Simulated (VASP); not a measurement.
CdF2, 3 atoms in the cell. Symmetry: Fm-3m, No. 225, cubic system. Conventional cell: a = 5.388 Å, b = 5.388 Å, c = 5.388 Å, α = 90.00°, β = 90.00°, γ = 90.00°. Cd (site symmetry m-3m) has 8 F at 2.33 Å within 3.1 Å. Within 3.1 Å of F (site symmetry -43m) lie 4 Cd at 2.33 Å and 6 F at 2.69 Å. 

| Quantity | Value |
| --- | --- |
| Program | VASP 6.6.1 |
| Task | relaxation of cell and atoms |
| Functional | PBE |
| Potentials or basis | VASP PAW PBE potentials, release 64 (Cd, F) |
| Cutoff | 600 eV |
| k mesh | 6 × 6 × 6 |
| Occupations | gaussian, width 0.1 eV |
| Spin | no spin polarisation |
| Dipole correction | no |
| Further INCAR settings | ALGO = Normal; EDIFF = 1e-06; IBRION = 2; EDIFFG = -0.04; NSW = 90; ISIF = 3 |

Potentials or basis: VASP PAW PBE potentials, release 64 (Cd, F).

Launch:

```console
$ cat potpaw_PBE.64/Cd/POTCAR potpaw_PBE.64/F/POTCAR > POTCAR
$ mpirun -np 1 vasp_std > vasp.out
```

Hardware: 1 thread of AMD EPYC 7R13 (shared host).

Question: Estimate the wall time of this run.

Answer: It took 72 s on 1 thread of AMD EPYC 7R13, with other jobs on the host, peak memory 0.15 GiB. Counts: scf iterations 31, k points 16, ion steps 3.
